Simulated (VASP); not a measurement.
# BaTiO3 (R3m) in VASP: further runs, part 2 of 2

VASP 6.6.1. Earlier steps stand in the parts before.

**4. Single point, r2SCAN**

This run uses another cell than the first one, of 12.77 Å³/atom.

The input, POSCAR:

```
BaTiO3
1.0
    2.8211726323      1.6288047787      2.3159212300
   -2.8211726323      1.6288047787      2.3159212300
    0.0000000000     -3.2576095574      2.3159212300
Ba Ti O
1 1 3
Direct
   -0.0019383511     -0.0019383511     -0.0019383511
    0.4861402034      0.4861402034      0.4861402034
    0.5092052563      0.5092052563      0.0165876351
    0.0165876351      0.5092052563      0.5092052563
    0.5092052563      0.0165876351      0.5092052563
```

The input, INCAR.step1:

```
PREC = Accurate
ENCUT = 520
ISMEAR = -1
SIGMA = 0.02
LREAL = False
LASPH = True
NELM = 60
NBANDS = 28
GGA = PE
ALGO = Normal
EDIFF = 1E-4
LWAVE = True
LCHARG = False
```

The input, INCAR.step2:

```
PREC = Accurate
ENCUT = 520
EDIFF = 1E-6
ISMEAR = -1
SIGMA = 0.02
LREAL = False
LASPH = True
NELM = 60
ALGO = Normal
ISIF = 2
LWAVE = False
LCHARG = False
METAGGA = R2SCAN
LMIXTAU = True
NBANDS = 28
ISTART = 1
```

The input, KPOINTS:

```
regular mesh
0
Gamma
  8 8 8
```

Potentials or basis: VASP PAW PBE potentials, release 64 (Ba_sv, Ti_sv, O).

Run with:

```
cat potpaw_PBE.64/Ba_sv/POTCAR potpaw_PBE.64/Ti_sv/POTCAR potpaw_PBE.64/O/POTCAR > POTCAR
cp INCAR.step1 INCAR
mpirun -np 1 vasp_std > vasp.out
cp INCAR.step2 INCAR
mpirun -np 1 vasp_std > vasp.out
```

OUTCAR:

```text
PREC = Accurate
   ENCUT = 520
   EDIFF = 1E-6
   ISMEAR = -1
   LREAL = False
   LASPH = True
   NELM = 60
   ISIF = 2
   METAGGA = R2SCAN
   ISTART = 1

 ion  position               nearest neighbor table
   1  0.998  0.998  0.998-   4 2.77   5 2.77   3 2.77   3 2.82   3 2.82   5 2.82   4 2.82   4 2.82
                             5 2.82   4 2.90   5 2.90   3 2.90   2 3.39   2 3.43   2 3.43   2 3.43
   2  0.486  0.486  0.486-   4 1.88   5 1.88   3 1.88   5 2.12   4 2.12   3 2.12   1 3.39   1 3.43
                             1 3.43   1 3.43   1 3.49   1 3.49   1 3.49   1 3.56
   3  0.509  0.509  0.017-   2 1.88   2 2.12   1 2.77   1 2.82   1 2.82   1 2.90
[... 952 lines left out ...]
  Total        1.8476009      1.8476009      1.6448386      0.0000000      0.0000000      0.0000000
  in kB       46.3601690     46.3601690     41.2724400      0.0000000      0.0000000      0.0000000
  external PRESSURE =      44.6642594 kB  Pullay stress =       0.0000000 kB

 VOLUME and BASIS-vectors are now :
 -----------------------------------------------------------------------------
  energy-cutoff  :      520.00
  volume of cell :       63.85
      direct lattice vectors                 reciprocal lattice vectors
     2.821172632  1.628804779  2.315921230     0.177231267  0.102324520  0.143931205
    -2.821172632  1.628804779  2.315921230    -0.177231267  0.102324520  0.143931205
     0.000000000 -3.257609557  2.315921230     0.000000000 -0.204649039  0.143931205

 POSITION                                       TOTAL-FORCE (eV/Angst)
 -----------------------------------------------------------------------------------
      0.00000      0.00000      6.93430        -0.000000      0.000000      0.028464
      0.00000      0.00000      3.37759        -0.000000      0.000000      0.149715
      0.00000      1.60476      2.39697        -0.000000      0.061364     -0.059393
     -1.38976     -0.80238      2.39697        -0.053142     -0.030682     -0.059393
      1.38976     -0.80238      2.39697         0.053142     -0.030682     -0.059393
 -----------------------------------------------------------------------------------
    total drift:                               -0.000000     -0.000001     -0.005369

  FREE ENERGIE OF THE ION-ELECTRON SYSTEM (eV)
  ---------------------------------------------------
  free  energy   TOTEN  =       -74.2478003854 eV

  energy  without entropy=      -74.2478003854  energy(sigma->0) =      -74.24780039
```

OUTCAR.step1:

```text
PREC = Accurate
   ENCUT = 520
   ISMEAR = -1
   LREAL = False
   LASPH = True
   NELM = 60
[... 978 lines left out ...]
      0.00000      1.60476      2.39697         0.000000      0.098885     -0.040403
     -1.38976     -0.80238      2.39697        -0.085637     -0.049443     -0.040403
      1.38976     -0.80238      2.39697         0.085637     -0.049443     -0.040403
 -----------------------------------------------------------------------------------
    total drift:                               -0.000000     -0.000001     -0.000911

  FREE ENERGIE OF THE ION-ELECTRON SYSTEM (eV)
  ---------------------------------------------------
  free  energy   TOTEN  =       -39.9785113297 eV

  energy  without entropy=      -39.9785113297  energy(sigma->0) =      -39.97851133
```

OSZICAR.step1:

```text
N       E                     dE             d eps       ncg     rms          rms(c)
DAV:   1     0.436493939307E+03    0.43649E+03   -0.20878E+04  3640   0.156E+03
DAV:   2    -0.343757822945E+01   -0.43993E+03   -0.41837E+03  4116   0.431E+02
DAV:   3    -0.483351568878E+02   -0.44898E+02   -0.44466E+02  5032   0.135E+02
DAV:   4    -0.505399400345E+02   -0.22048E+01   -0.22002E+01  5484   0.255E+01
DAV:   5    -0.506015356670E+02   -0.61596E-01   -0.61585E-01  4916   0.338E+00    0.239E+01
DAV:   6    -0.401184344356E+02    0.10483E+02   -0.56027E+01  5452   0.685E+01    0.100E+01
DAV:   7    -0.401323657453E+02   -0.13931E-01   -0.10583E+01  4900   0.241E+01    0.723E+00
DAV:   8    -0.399659469165E+02    0.16642E+00   -0.61726E-01  4420   0.737E+00    0.359E+00
DAV:   9    -0.400011013047E+02   -0.35154E-01   -0.32137E-01  5360   0.479E+00    0.147E+00
DAV:  10    -0.399814061129E+02    0.19695E-01   -0.13457E-01  4288   0.393E+00    0.530E-01
DAV:  11    -0.399785535882E+02    0.28525E-02   -0.15153E-02  4624   0.781E-01    0.130E-01
DAV:  12    -0.399787765761E+02   -0.22299E-03   -0.21926E-03  4916   0.435E-01    0.145E-01
DAV:  13    -0.399785062431E+02    0.27033E-03   -0.92532E-04  4092   0.324E-01    0.119E-02
DAV:  14    -0.399785113297E+02   -0.50866E-05   -0.34310E-05  2520   0.418E-02
   1 F= -.39978511E+02 E0= -.39978511E+02  d E =-.217123E-14
```

Run time: 10 min. Hardware: 1 thread of Intel Xeon 8259CL, shared host; peak memory 0.25 GiB.

What came out:

* Free energy: -74.2478 eV
* Pressure: 4.5 GPa
* Largest force: 0.150 eV/Å
* Band gap on the k mesh: 2.72 eV (least direct gap 3.09 eV)

Forces in eV/Å, atoms in the order of the input:
```
Ba   0.000  0.000  0.028
Ti   0.000  0.000  0.150
O    0.000  0.061 -0.059
O   -0.053 -0.031 -0.059
O    0.053 -0.031 -0.059
```

Levels at points of the mesh, in eV from the valence-band top:
```tsv
k point	band 16	band 17	band 18	band 19	band 20	band 21	band 22	band 23	band 24	band 25
(0.00, 0.00, 0.00)	-1.32	-1.10	-0.49	-0.37	-0.37	2.72	2.72	2.85	4.76	4.76
(0.50, 0.00, 0.00)	-2.08	-1.73	-1.64	-0.96	-0.85	2.88	4.15	4.25	4.73	6.58
(0.50, 0.50, 0.00)	-2.71	-1.68	-0.90	-0.86	-0.09	4.22	4.23	4.60	5.42	8.31
(0.50, 0.50, 0.50)	-2.40	-2.37	-0.02	-0.02	0.00	4.73	4.87	4.87	7.30	7.30
```

Caveat: the cell stands under pressure; the PAW data sets were made with another functional, which shifts forces and pressure a little; spin-orbit coupling is left out, which moves the levels of the heavy elements.

**5. Single point, r2SCAN**

This run uses another cell than the first one, of 13.03 Å³/atom.

The input, POSCAR:

```
BaTiO3
1.0
    2.8402351887      1.6398105508      2.3315698200
   -2.8402351887      1.6398105508      2.3315698200
    0.0000000000     -3.2796211015      2.3315698200
Ba Ti O
1 1 3
Direct
   -0.0031781100     -0.0031781100     -0.0031781100
    0.4833838600      0.4833838600      0.4833838600
    0.5098193700      0.5098193700      0.0193555100
    0.0193555100      0.5098193700      0.5098193700
    0.5098193700      0.0193555100      0.5098193700
```

The input, INCAR.step1:

```
ALGO     = Normal         # electronic algorithm
EDIFF    = 1E-4           # SCF threshold, eV
ENCUT    = 520            # plane-wave cutoff, eV
GGA      = PE             # functional
ISMEAR   = -1             # smearing method
LASPH    = T              # aspherical terms in the spheres
LCHARG   = F              # write CHGCAR
LREAL    = F              # projectors in reciprocal space
LWAVE    = T              # write WAVECAR
NBANDS   = 28             # bands
NELM     = 60             # most SCF steps
PREC     = Accurate       # precision mode
SIGMA    = 0.02           # smearing width, eV
```

The input, INCAR.step2:

```
ALGO     = Normal         # electronic algorithm
EDIFF    = 1E-6           # SCF threshold, eV
ENCUT    = 520            # plane-wave cutoff, eV
ISIF     = 2              # what is computed and relaxed
ISMEAR   = -1             # smearing method
ISTART   = 1            
LASPH    = T              # aspherical terms in the spheres
LCHARG   = T              # write CHGCAR
LELF     = T              # ELF
LMIXTAU  = T            
LREAL    = F              # projectors in reciprocal space
LVHAR    = T            
LWAVE    = F              # write WAVECAR
METAGGA  = R2SCAN         # meta-GGA
NBANDS   = 28             # bands
NELM     = 60             # most SCF steps
PREC     = Accurate       # precision mode
SIGMA    = 0.02           # smearing width, eV
```

The input, KPOINTS:

```
k-points
0
Gamma
  8 8 8
```

Run with:

```
cat potpaw_PBE.64/Ba_sv/POTCAR potpaw_PBE.64/Ti_sv/POTCAR potpaw_PBE.64/O/POTCAR > POTCAR
cp INCAR.step1 INCAR
mpirun -np 1 vasp_std > vasp.out
cp INCAR.step2 INCAR
mpirun -np 1 vasp_std > vasp.out
```

It took 10 min on 1 thread of Intel Xeon 8259CL, shared host; peak memory 0.26 GiB.

The run converged. Its results:

* Free energy: -74.2686 eV
* Pressure: 1.9 GPa
* Largest force: 0.168 eV/Å
* Band gap on the k mesh: 2.84 eV (least direct gap 3.30 eV)

Forces on the atoms (eV/Å):
```
Ba   0.000  0.000  0.030
Ti   0.000  0.000  0.168
O    0.000  0.070 -0.066
O   -0.060 -0.035 -0.066
O    0.060 -0.035 -0.066
```

Stress tensor (GPa, compression positive):
```
1.90 0.00 0.00
0.00 1.90 0.00
0.00 0.00 1.77
```

Levels at points of the mesh, in eV from the valence-band top:
```
           k point  band 16  band 17  band 18  band 19  band 20  band 21  band 22  band 23  band 24  band 25
(0.00, 0.00, 0.00)    -1.35    -1.07    -0.58    -0.46    -0.46     2.84     2.84     2.99     4.80     4.80
(0.50, 0.00, 0.00)    -2.07    -1.68    -1.58    -1.01    -0.89     3.00     4.14     4.26     4.76     6.47
(0.50, 0.50, 0.00)    -2.66    -1.66    -0.91    -0.86    -0.09     4.22     4.23     4.57     5.36     8.16
(0.50, 0.50, 0.50)    -2.41    -2.36    -0.02    -0.02     0.00     4.66     4.84     4.84     7.17     7.17
```

Caveat: the PAW data sets were made with another functional, which shifts forces and pressure a little; spin-orbit coupling is left out, which moves the levels of the heavy elements.

**6. Single point, r2SCAN**

This run uses another cell than the first one, of 13.03 Å³/atom.

The input, POSCAR:

```
BaTiO3
1.0
    2.8402351842      1.6398105482      2.3315697965
   -2.8402351842      1.6398105482      2.3315697965
    0.0000000000     -3.2796210963      2.3315697965
Ba Ti O
1 1 3
Direct
   -0.0031781157     -0.0031781157     -0.0031781157
    0.4833838611      0.4833838611      0.4833838611
    0.5098193704      0.5098193704      0.0193555137
    0.0193555137      0.5098193704      0.5098193704
    0.5098193704      0.0193555137      0.5098193704
```

The input, INCAR.step1:

```
SYSTEM = BaTiO3
ALGO = Normal
EDIFF = 1E-5
ENCUT = 910
GGA = PE
GGA_COMPAT = .False.
ISMEAR = -1
LASPH = .True.
LCHARG = .False.
LREAL = .False.
LWAVE = .True.
NBANDS = 28
NELM = 120
PREC = Accurate
SIGMA = 0.02
```

The input, INCAR.step2:

```
SYSTEM = BaTiO3
ALGO = Normal
EDIFF = 1E-6
ENCUT = 910
GGA_COMPAT = .False.
ISIF = 2
ISMEAR = -1
ISTART = 1
LASPH = .True.
LCHARG = .False.
LMIXTAU = .True.
LREAL = .False.
LWAVE = .False.
METAGGA = R2SCAN
NBANDS = 28
NELM = 120
PREC = Accurate
SIGMA = 0.02
```

The input, KPOINTS:

```
k-points
0
Gamma
  6 6 6
  0 0 0
```

Potentials or basis: VASP PAW PBE potentials, release 64 (Ba_sv, Ti_sv, O_h).

Run with:

```
cat potpaw_PBE.64/Ba_sv/POTCAR potpaw_PBE.64/Ti_sv/POTCAR potpaw_PBE.64/O_h/POTCAR > POTCAR
cp INCAR.step1 INCAR
mpirun -np 1 vasp_std > vasp.out
cp INCAR.step2 INCAR
mpirun -np 1 vasp_std > vasp.out
```

OUTCAR:

```text
SYSTEM = BaTiO3
   EDIFF = 1E-6
   ENCUT = 910
   ISIF = 2
   ISMEAR = -1
   ISTART = 1
   LASPH = .True.
   LREAL = .False.
   METAGGA = R2SCAN
   NELM = 120
   PREC = Accurate

 ion  position               nearest neighbor table
   1  0.997  0.997  0.997-   4 2.78   5 2.78   3 2.78   3 2.84   3 2.84   5 2.84   4 2.84   4 2.84
                             5 2.84   4 2.93   5 2.93   3 2.93   2 3.40   2 3.45   2 3.45   2 3.45
   2  0.483  0.483  0.483-   3 1.87   4 1.87   5 1.87   3 2.16   4 2.16   5 2.16   1 3.40   1 3.45
                             1 3.45   1 3.45   1 3.51   1 3.51   1 3.51   1 3.59
   3  0.510  0.510  0.019-   2 1.87   2 2.16   1 2.78   1 2.84   1 2.84   1 2.93
   4  0.019  0.510  0.510-   2 1.87   2 2.16   1 2.78   1 2.84   1 2.84   1 2.93
   5  0.510  0.019  0.510-   2 1.87   2 2.16   1 2.78   1 2.84   1 2.84   1 2.93

  LATTYP: Found a trigonal (rhomboedric) cell.
 ALAT       =     4.0239448619
 COS(alpha) =     0.0035980714

  Lattice vectors:

 A1 = (   2.8402351842,   1.6398105482,   2.3315697965)
 A2 = (  -2.8402351842,   1.6398105482,   2.3315697965)
 A3 = (   0.0000000000,  -3.2796210963,   2.3315697965)

Analysis of symmetry for initial positions (statically):
[... 183 lines left out ...]
 Fermi energy:         4.2019802345

 k-point     1 :       0.0000    0.0000    0.0000
  band No.  band energies     occupation
      1     -54.8227      2.00000
      2     -30.0246      2.00000
      3     -30.0246      2.00000
      4     -30.0232      2.00000
      5     -21.8024      2.00000
      6     -14.0637      2.00000
[... 733 lines left out ...]
     27      12.4231      0.00000
     28      12.9482      0.00000

 [... further k-points ...]

------------------------ aborting loop because EDIFF is reached ----------------------------------------

  FORCE on cell =-STRESS in cart. coord.  units (eV):
  Direction    XX          YY          ZZ          XY          YZ          ZX
  --------------------------------------------------------------------------------------
  -------------------------------------------------------------------------------------
  Total        0.6643563      0.6643563      0.6132310     -0.0000000      0.0000000      0.0000000
  in kB       16.3366863     16.3366863     15.0795029     -0.0000000      0.0000000      0.0000000
  external PRESSURE =      15.9176251 kB  Pullay stress =       0.0000000 kB

 VOLUME and BASIS-vectors are now :
 -----------------------------------------------------------------------------
  energy-cutoff  :      910.00
  volume of cell :       65.15
      direct lattice vectors                 reciprocal lattice vectors
     2.840235184  1.639810548  2.331569797     0.176041760  0.101637757  0.142965196
    -2.840235184  1.639810548  2.331569797    -0.176041760  0.101637757  0.142965196
     0.000000000 -3.279621096  2.331569797     0.000000000 -0.203275515  0.142965196

 POSITION                                       TOTAL-FORCE (eV/Angst)
 -----------------------------------------------------------------------------------
      0.00000      0.00000      6.97248        -0.000000      0.000000      0.032400
      0.00000      0.00000      3.38113        -0.000000      0.000000      0.122979
      0.00000      1.60854      2.42249        -0.000000      0.053908     -0.051793
     -1.39303     -0.80427      2.42249        -0.046686     -0.026954     -0.051793
      1.39303     -0.80427      2.42249         0.046686     -0.026954     -0.051793
 -----------------------------------------------------------------------------------
    total drift:                               -0.000000      0.000006      0.002530

  FREE ENERGIE OF THE ION-ELECTRON SYSTEM (eV)
  ---------------------------------------------------
  free  energy   TOTEN  =       -74.3059831239 eV

  energy  without entropy=      -74.3059831239  energy(sigma->0) =      -74.30598312
```

OSZICAR.step1:

```text
N       E                     dE             d eps       ncg     rms          rms(c)
DAV:   1     0.596315419121E+03    0.59632E+03   -0.28575E+04  1792   0.233E+03
DAV:   2     0.596560093215E+02   -0.53666E+03   -0.51191E+03  1928   0.548E+02
DAV:   3    -0.441830863903E+02   -0.10384E+03   -0.98404E+02  2732   0.191E+02
DAV:   4    -0.502825988588E+02   -0.60995E+01   -0.60726E+01  2324   0.466E+01
DAV:   5    -0.505744840660E+02   -0.29189E+00   -0.29166E+00  2800   0.914E+00    0.240E+01
DAV:   6    -0.401533900667E+02    0.10421E+02   -0.54854E+01  2784   0.678E+01    0.102E+01
DAV:   7    -0.402219667866E+02   -0.68577E-01   -0.11998E+01  2496   0.249E+01    0.735E+00
DAV:   8    -0.400559515904E+02    0.16602E+00   -0.70449E-01  2204   0.725E+00    0.407E+00
DAV:   9    -0.400777379410E+02   -0.21786E-01   -0.43628E-01  2740   0.625E+00    0.165E+00
DAV:  10    -0.400584374679E+02    0.19300E-01   -0.20607E-01  2248   0.450E+00    0.783E-01
DAV:  11    -0.400517895938E+02    0.66479E-02   -0.35318E-02  2424   0.116E+00    0.276E-01
DAV:  12    -0.400516450622E+02    0.14453E-03   -0.71607E-03  2220   0.838E-01    0.157E-01
DAV:  13    -0.400513140578E+02    0.33100E-03   -0.11529E-03  2208   0.369E-01    0.249E-02
DAV:  14    -0.400513255447E+02   -0.11487E-04   -0.96930E-05  2744   0.822E-02    0.125E-02
DAV:  15    -0.400513258206E+02   -0.27590E-06   -0.23432E-05  1716   0.471E-02
   1 F= -.40051326E+02 E0= -.40051326E+02  d E =-.847666E-12
```

Run time: 5.4 min. Hardware: 1 thread of Intel Xeon Platinum 8488C (Sapphire Rapids), shared host; peak memory 0.36 GiB.

What came out:

```
Free energy            : -74.3060 eV
Pressure               : 1.6 GPa
Largest force          : 0.123 eV/Å
Band gap on the k mesh : 2.85 eV (least direct gap 3.31 eV)
```

Forces in eV/Å, atoms in the order of the input:
```
Ba   0.000  0.000  0.032
Ti   0.000  0.000  0.123
O    0.000  0.054 -0.052
O   -0.047 -0.027 -0.052
O    0.047 -0.027 -0.052
```

Caveat: the cutoff is under 1.25 times the usual one of these potentials, so pressure, stress and relaxed cells hold a basis-set (Pulay) error; the PAW data sets were made with another functional, which shifts forces and pressure a little; spin-orbit coupling is left out, which moves the levels of the heavy elements.

**7. The runs side by side**

```csv
potentials or basis,cell,k mesh,cutoff (eV),gap on the mesh (eV),pressure (GPa),largest force (eV/Å)
"VASP PAW PBE potentials, release 64 (Ba_sv, Ti_sv, O)","a = 3.942 Å, angles 89.8°, 5 atoms, atomic positions A",8 × 8 × 8,520,2.45,11.1,0.10
"VASP PAW PBE potentials, release 64 (Ba_sv, Ti_sv, O)","a = 3.970 Å, angles 89.8°, 5 atoms, atomic positions B",8 × 8 × 8,520,2.59,7.5,0.13
"VASP PAW PBE potentials, release 64 (Ba_sv, Ti_sv, O)","a = 3.997 Å, angles 89.8°, 5 atoms, atomic positions C",8 × 8 × 8,520,2.72,4.5,0.15
"VASP PAW PBE potentials, release 64 (Ba_sv, Ti_sv, O)","a = 4.024 Å, angles 89.8°, 5 atoms, atomic positions D",8 × 8 × 8,520,2.84,1.9,0.17
"VASP PAW PBE potentials, release 64 (Ba_sv, Ti_sv, O_h)","a = 4.024 Å, angles 89.8°, 5 atoms, atomic positions D",6 × 6 × 6,910,2.85,1.6,0.12
```

Alike in all rows: task single point; level r2SCAN; no spin polarisation; smearing fermi-dirac 0.02 eV.

Caveats: the PAW data sets were made with another functional, which shifts forces and pressure a little; spin-orbit coupling is left out, which moves the levels of the heavy elements; the cell stands under pressure (at least some runs); the cutoff is under 1.25 times the usual one of these potentials, so pressure, stress and relaxed cells hold a basis-set (Pulay) error (at least some runs).

Total energies depend on the potentials used, so only differences within one code and one set of settings carry meaning.
